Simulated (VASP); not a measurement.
# BN in VASP: notebook

The runs below take BN through single point, with PBE.

Program: VASP 6.6.1. These are calculated values, not measurements. Logs are shortened: lines on timing, memory, paths and dates and some standing lists are left out, and cuts for length are marked.

## (1) The cell of the first run

The typed cell holds 4 atoms: a = 2.600 Å, b = 2.608 Å, c = 6.860 Å, α = 90.44°, β = 91.02°, γ = 120.62°.

## (2) Single point, PBE (atoms moved at random and the cell strained at random)

INCAR reads:

```
SYSTEM = BN
ALGO = Normal
EDIFF = 1E-7
ENCUT = 520
GGA = PE
ISIF = 2
ISMEAR = 0
LASPH = .True.
LCHARG = .False.
LREAL = .False.
LWAVE = .False.
NBANDS = 16
NELM = 100
PREC = Accurate
SIGMA = 0.02
```

KPOINTS reads:

```
k-points
0
Gamma
  12 12 4
  0 0 0
```

POSCAR reads:

```
BN
1.0
    2.6001449857     -0.0164011457     -0.0230868035
   -1.3142763017      2.2522722513     -0.0101418025
   -0.0614162640     -0.0666120000      6.8594373120
B N
2 2
Direct
    0.3390050550      0.6803903096      0.2480634120
    0.6735046276      0.3307232587      0.7488725755
    0.3319442597      0.6731457387      0.7513000661
    0.6555397583      0.3157360815      0.2517624452
```

Potentials or basis: VASP PAW PBE potentials, release 64 (B, N).

On the command line:

```
$ cat potpaw_PBE.64/B/POTCAR potpaw_PBE.64/N/POTCAR > POTCAR
$ mpirun -np 1 vasp_std > vasp.out
```

OUTCAR:

```text
SYSTEM = BN
   EDIFF = 1E-7
   ENCUT = 520
   GGA = PE
   ISIF = 2
   ISMEAR = 0
   LASPH = .True.
   LREAL = .False.
   NELM = 100
   PREC = Accurate

 ion  position               nearest neighbor table
   1  0.339  0.680  0.248-   4 1.43   4 1.53   4 1.54
   2  0.674  0.331  0.749-   3 1.47   3 1.48   3 1.55
   3  0.332  0.673  0.751-   2 1.47   2 1.48   2 1.55
   4  0.656  0.316  0.252-   1 1.43   1 1.53   1 1.54

  LATTYP: Found a triclinic cell.
 ALAT       =     2.5794732047
 B/A-ratio  =     1.0080737409
 C/A-ratio  =     2.6594715753
 COS(alpha) =     0.0177687284
 COS(beta)  =     0.0257604674
 COS(gamma) =     0.4931180876

  Lattice vectors:

 A1 = (   1.2858686840,   2.2358711056,  -0.0332286060)
 A2 = (   2.6001449857,  -0.0164011457,  -0.0230868035)
 A3 = (   0.0614162640,   0.0666120000,  -6.8594373120)

Analysis of symmetry for initial positions (statically):
=====================================================================
 Subroutine PRICEL returns:
 Original cell was already a primitive cell.

 Routine SETGRP: Setting up the symmetry group for a
 triclinic supercell.

 Subroutine GETGRP returns: Found  1 space group operations
 (whereof  1 operations were pure point group operations)
 out of a pool of  2 trial point group operations.

The static configuration has the point symmetry C_1 .

Analysis of symmetry for dynamics (positions and initial velocities):
=====================================================================
 Subroutine PRICEL returns:
 Original cell was already a primitive cell.

 Routine SETGRP: Setting up the symmetry group for a
 triclinic supercell.

 Subroutine GETGRP returns: Found  1 space group operations
 (whereof  1 operations were pure point group operations)
 out of a pool of  2 trial point group operations.

The dynamic configuration has the point symmetry C_1 .

 Subroutine INISYM returns: Found  1 space group operations
 (whereof  1 operations are pure point group operations),
 and found     1 'primitive' translations

----------------------------------------------------------------------------------------

                                     Primitive cell

  volume of cell :      40.0156

[... 85 lines left out ...]
   ICHARG =      2    charge: 1-file 2-atom 10-const
   ISPIN  =      1    spin polarized calculation?
   LNONCOLLINEAR =      F non collinear calculations
   LSORBIT =      F    spin-orbit coupling
   LASPH  =      T    aspherical Exc in radial PAW
   ENCUT  =  520.0 eV  38.22 Ry    6.18 a.u.   4.83  4.85 12.76*2*pi/ulx,y,z
   NELM   =    100;   NELMIN=  2; NELMDL= -5     # of ELM steps
   EDIFF  = 0.1E-06   stopping-criterion for ELM
   LREAL  =      F    real-space projection
   EDIFFG = 0.1E-05   stopping-criterion for IOM
   NSW    =      0    number of steps for IOM
   IBRION =     -1    ionic relax: 0-MD 1-quasi-New 2-CG
   NFREE  =      0    steps in history (QN), initial steepest desc. (CG)
   ISIF   =      2    stress and relaxation
   ISYM   =      2    0-nonsym 1-usesym 2-fastsym
   POTIM  = 0.5000    time-step for ionic-motion
   TEBEG  =    0.0;   TEEND  =   0.0 temperature during run
   PSTRESS=    0.0 pullay stress
   NELECT =      16.0000    total number of electrons
   NUPDOWN=      -1.0000    fix difference up-down
   EMIN   =  10.00;   EMAX   =-10.00  energy-range for DOS
   EFERMI =   0.00;   METHOD = LEGACY
   ISMEAR =     0;   SIGMA  =   0.02  broadening in eV -4-tet -1-fermi 0-gaus
   EFERMI_NEDOS =   21; number of points for ismear=-14 and -15
   IALGO  =     38    algorithm
   IMIX   =      4    mixing-type and parameters
     AMIX     =   0.40;   BMIX     =  1.00
     AMIX_MAG =   1.60;   BMIX_MAG =  1.00
  volume/ion in A,a.u.               =      10.00        67.51
  Fermi-wavevector in a.u.,A,eV,Ry     =   1.206067  2.279137 19.791017  1.454599
  Thomas-Fermi vector in A             =   2.341746
   LORBIT       =      0    0 simple, 1 ext, 2 COOP (PROOUT), +10 PAW based schemes
   GGA     = PE    functional components
   LHFCALC =     F    Hartree Fock is set to
   AEXX    =    0.0000 exact exchange contribution
   IVDW    =     0    specifies the selected vdW correction
   LEPSILON=     F    determine dielectric tensor
   LRPA    =     F    only Hartree local field effects (RPA)
 non-spin polarized calculation
 Gauss-broadening in eV      SIGMA  =   0.02
  energy-cutoff  :      520.00
  volume of cell :       40.02
 maximum number of plane-waves:      1096
   NGX =  9   NGY =  9   NGZ = 25

 number of electron      16.0000001 magnetization

 Free energy of the ion-electron system (eV)
  ---------------------------------------------------
  ext. energy  EPLUGINS =         0.00000000
  ---------------------------------------------------
  free energy    TOTEN  =       -34.81420714 eV

  energy without entropy =      -34.81420714  energy(sigma->0) =      -34.81420714

 E-fermi :   1.6848     XC(G=0):  -9.6405

 val. band max:        1.5983320242   @ k =   0.3333   0.3333   0.2500
 cond. band min:       5.5377846266   @ k =  -0.0000   0.5000  -0.0000
 fundamental gap:      3.9394526024
 Fermi energy:         1.6848485539

 k-point     1 :       0.0000    0.0000    0.0000
  band No.  band energies     occupation
      1     -15.5717      2.00000
      2     -15.3344      2.00000
      3      -4.0007      2.00000
      4      -2.1238      2.00000
      5      -0.5614      2.00000
      6      -0.2389      2.00000
[... 433 lines left out ...]
      3      -6.1952      2.00000
      4      -6.0471      2.00000
      5      -3.5962      2.00000
      6      -3.3949      2.00000
[... 8 lines left out ...]
     15      15.5522      0.00000
     16      17.8793      0.00000

 [... further k-points ...]
[... 5 lines left out ...]
  --------------------------------------------------------------------------------------
  -------------------------------------------------------------------------------------
  Total       -7.6006987     -6.0131877      0.4048085      1.0093953      0.1277785      0.0950616
  in kB     -304.3227508   -240.7607376     16.2080427     40.4149629      5.1160971      3.8061524
  external PRESSURE =    -176.2918152 kB  Pullay stress =       0.0000000 kB

 VOLUME and BASIS-vectors are now :
 -----------------------------------------------------------------------------
  energy-cutoff  :      520.00
  volume of cell :       40.02
      direct lattice vectors                 reciprocal lattice vectors
     2.600144986 -0.016401146 -0.023086803     0.386065247  0.225307421  0.005644612
    -1.314276302  2.252272251 -0.010141802     0.002849899  0.445678672  0.004353503
    -0.061416264 -0.066612000  6.859437312     0.001303593  0.001417261  0.145809987

 POSITION                                       TOTAL-FORCE (eV/Angst)
 -----------------------------------------------------------------------------------
     -0.02799      1.51034      1.68685        -0.057014     -2.410038      0.349406
      1.27055      0.68395      5.11794        -1.002934      0.580953      0.209228
     -0.06774      1.46062      5.13901         1.004782     -0.585436     -0.209495
      1.27407      0.68360      1.70861         0.055167      2.414521     -0.349139
 -----------------------------------------------------------------------------------
    total drift:                                0.000201     -0.000038     -0.000343

  FREE ENERGIE OF THE ION-ELECTRON SYSTEM (eV)
  ---------------------------------------------------
  free  energy   TOTEN  =       -34.8142071353 eV

  energy  without entropy=      -34.8142071353  energy(sigma->0) =      -34.81420714
```

OSZICAR:

```text
N       E                     dE             d eps       ncg     rms          rms(c)
DAV:   1     0.474177947179E+02    0.47418E+02   -0.77668E+03  9344   0.910E+02
DAV:   2    -0.342754365349E+02   -0.81693E+02   -0.74011E+02 13032   0.211E+02
DAV:   3    -0.377862391543E+02   -0.35108E+01   -0.34950E+01 12136   0.437E+01
DAV:   4    -0.378117407451E+02   -0.25502E-01   -0.25494E-01 11784   0.415E+00
DAV:   5    -0.378120039742E+02   -0.26323E-03   -0.26322E-03 12072   0.406E-01    0.105E+01
DAV:   6    -0.350546229554E+02    0.27574E+01   -0.50533E+00 12264   0.170E+01    0.457E+00
DAV:   7    -0.348801509745E+02    0.17447E+00   -0.43131E-01 12944   0.491E+00    0.297E+00
DAV:   8    -0.348182236556E+02    0.61927E-01   -0.21564E-01 12944   0.303E+00    0.477E-01
DAV:   9    -0.348131368501E+02    0.50868E-02   -0.14820E-02 10536   0.988E-01    0.174E-01
DAV:  10    -0.348140651503E+02   -0.92830E-03   -0.14911E-03 11520   0.289E-01    0.409E-02
DAV:  11    -0.348141788795E+02   -0.11373E-03   -0.93769E-05 11704   0.778E-02    0.234E-02
DAV:  12    -0.348142062291E+02   -0.27350E-04   -0.36664E-05 10760   0.414E-02    0.375E-03
DAV:  13    -0.348142070039E+02   -0.77483E-06   -0.13442E-06 12488   0.106E-02    0.106E-03
DAV:  14    -0.348142071172E+02   -0.11322E-06   -0.21255E-07 10368   0.337E-03    0.613E-04
DAV:  15    -0.348142071353E+02   -0.18085E-07   -0.14355E-08  8936   0.103E-03
   1 F= -.34814207E+02 E0= -.34814207E+02  d E =-.293017E-12
```

It took 72 s on 1 thread of Intel Xeon 6975P-C (Granite Rapids), shared host; peak memory 0.27 GiB.

What came out:

| Property | Result |
| --- | --- |
| Free energy | -34.8142 eV |
| Pressure | -17.6 GPa |
| Largest force | 2.440 eV/Å |
| Band gap on the k mesh | 3.94 eV, indirect (least direct gap 4.26 eV) |

Forces in eV/Å, atoms in the order of the input:
```
B   -0.057 -2.410  0.349
B   -1.003  0.581  0.209
N    1.005 -0.585 -0.209
N    0.055  2.415 -0.349
```

Levels at points of the mesh, in eV from the valence-band top:
| k point | band 5 | band 6 | band 7 | band 8 | band 9 | band 10 | band 11 | band 12 |
| --- | --- | --- | --- | --- | --- | --- | --- | --- |
| (0.00, 0.00, 0.00) | -2.16 | -1.84 | -1.06 | -0.71 | 4.99 | 9.51 | 9.61 | 9.85 |
| (0.50, 0.00, 0.00) | -4.20 | -3.92 | -1.29 | -0.39 | 4.14 | 5.39 | 8.25 | 8.57 |
| (0.00, 0.50, 0.00) | -3.87 | -3.62 | -1.10 | -0.32 | 3.94 | 4.87 | 8.52 | 8.84 |
| (0.50, 0.50, 0.00) | -4.10 | -3.98 | -1.52 | -0.57 | 4.26 | 5.60 | 8.55 | 8.95 |
| (0.00, 0.00, 0.50) | -2.16 | -1.84 | -1.06 | -0.71 | 7.00 | 7.06 | 9.69 | 9.96 |
| (0.50, 0.00, 0.50) | -4.20 | -3.93 | -0.94 | -0.72 | 4.37 | 4.83 | 8.42 | 8.61 |
| (0.00, 0.50, 0.50) | -3.87 | -3.63 | -0.76 | -0.59 | 4.04 | 4.40 | 8.72 | 8.88 |
| (0.50, 0.50, 0.50) | -4.09 | -3.99 | -1.05 | -1.03 | 4.72 | 4.78 | 8.81 | 8.95 |

Caveat: the cell differs from its parent crystal (atoms moved at random and the cell strained at random); forces of over 1 eV/Å act on the atoms, so gaps and moduli don't describe the material at rest. A k mesh can miss the band edges.

## (3) Single point, PBE (strained)

INCAR reads:

```
SYSTEM = BN
ALGO     = Normal         ! electronic algorithm
EDIFF    = 1E-7           ! SCF threshold, eV
ENCUT    = 520            ! plane-wave cutoff, eV
GGA      = PE             ! functional
ISIF     = 2              ! what is computed and relaxed
ISMEAR   = 0              ! smearing method
LASPH    = .True.         ! aspherical terms in the spheres
LCHARG   = .False.        ! write CHGCAR
LREAL    = .False.        ! projectors in reciprocal space
LWAVE    = .False.        ! write WAVECAR
NBANDS   = 16             ! bands
NELM     = 60             ! most SCF steps
PREC     = Accurate       ! precision mode
SIGMA    = 0.02           ! smearing width, eV
```

KPOINTS is that of step 2.

POSCAR reads:

```
BN
1.0
    2.3984985338      0.0000000000      0.0000000000
   -1.1992492669      2.0771606612      0.0000000000
    0.0000000000      0.0000000000      6.7802356440
B N
2 2
Direct
    0.3333333333      0.6666666667      0.2500000000
    0.6666666667      0.3333333333      0.7500000000
    0.3333333333      0.6666666667      0.7500000000
    0.6666666667      0.3333333333      0.2500000000
```

Potentials or basis: VASP PAW PBE potentials, release 64 (B, N).

On the command line:

```
$ cat potpaw_PBE.64/B/POTCAR potpaw_PBE.64/N/POTCAR > POTCAR
$ mpirun -np 1 vasp_std > vasp.out
```

OUTCAR:

```text
SYSTEM = BN
   EDIFF = 1E-7
   ENCUT = 520
   GGA = PE
   ISIF = 2
   ISMEAR = 0
   LASPH = .True.
   LREAL = .False.
   NELM = 60
   PREC = Accurate

 ion  position               nearest neighbor table
   1  0.333  0.667  0.250-   4 1.38   4 1.38   4 1.38
   2  0.667  0.333  0.750-   3 1.38   3 1.38   3 1.38
   3  0.333  0.667  0.750-   2 1.38   2 1.38   2 1.38
   4  0.667  0.333  0.250-   1 1.38   1 1.38   1 1.38

  LATTYP: Found a hexagonal cell.
 ALAT       =     2.3984985338
 C/A-ratio  =     2.8268667037
[... 648 lines left out ...]
     15      20.7218      0.00000
     16      22.6160      0.00000

 [... further k-points ...]
[... 5 lines left out ...]
  --------------------------------------------------------------------------------------
  -------------------------------------------------------------------------------------
  Total       12.4679340     12.4679340      0.4909902     -0.0000000     -0.0000000     -0.0000000
  in kB      591.3583624    591.3583624     23.2878323     -0.0000000     -0.0000000     -0.0000000
  external PRESSURE =     402.0015190 kB  Pullay stress =       0.0000000 kB

 VOLUME and BASIS-vectors are now :
 -----------------------------------------------------------------------------
  energy-cutoff  :      520.00
  volume of cell :       33.78
      direct lattice vectors                 reciprocal lattice vectors
     2.398498534  0.000000000  0.000000000     0.416927501  0.240713205  0.000000000
    -1.199249267  2.077160661  0.000000000     0.000000000  0.481426410  0.000000000
     0.000000000  0.000000000  6.780235644     0.000000000  0.000000000  0.147487499

 POSITION                                       TOTAL-FORCE (eV/Angst)
 -----------------------------------------------------------------------------------
     -0.00000      1.38477      1.69506        -0.000000      0.000000      0.000000
      1.19925      0.69239      5.08518         0.000000      0.000000      0.000000
     -0.00000      1.38477      5.08518         0.000000     -0.000000      0.000000
      1.19925      0.69239      1.69506        -0.000000     -0.000000      0.000000
 -----------------------------------------------------------------------------------
    total drift:                               -0.000000      0.000000      0.000000

  FREE ENERGIE OF THE ION-ELECTRON SYSTEM (eV)
  ---------------------------------------------------
  free  energy   TOTEN  =       -34.6055492249 eV

  energy  without entropy=      -34.6055492249  energy(sigma->0) =      -34.60554922
```

stdout:

```text
POSCAR found type information on POSCAR B N
 POSCAR found :  2 types and       4 ions
 scaLAPACK will be used
 LDA part: xc-table for (Slater+PW92), standard interpolation
 POSCAR, INCAR and KPOINTS ok, starting setup
 FFT: planning ... GRIDC
 FFT: planning ... GRID_SOFT
 FFT: planning ... GRID
 WAVECAR not read
 entering main loop
```

It took 13 s on 1 thread of Intel Xeon 6975P-C (Granite Rapids), shared host; peak memory 0.15 GiB.

What came out:

* Free energy: -34.6055 eV
* Pressure: 40.2 GPa
* Band gap on the k mesh: 4.51 eV, indirect (least direct gap 4.98 eV)

Levels at points of the mesh, in eV from the valence-band top:
```csv
k point,band 5,band 6,band 7,band 8,band 9,band 10,band 11,band 12
"(0.00, 0.00, 0.00)",-1.16,-1.16,-1.14,-1.14,5.05,10.34,12.67,12.67
"(0.50, 0.00, 0.00)",-4.33,-4.29,-1.49,-0.63,4.51,5.81,10.67,11.42
"(0.00, 0.00, 0.50)",-1.15,-1.15,-1.15,-1.15,7.40,7.40,12.72,12.72
"(0.50, 0.00, 0.50)",-4.31,-4.31,-1.05,-1.05,4.99,4.99,11.26,11.26
```

Caveat: the cell differs from its parent crystal (strained); this functional lacks dispersion, which binds the layers, so the pressure and a relaxed spacing across them are unreliable.
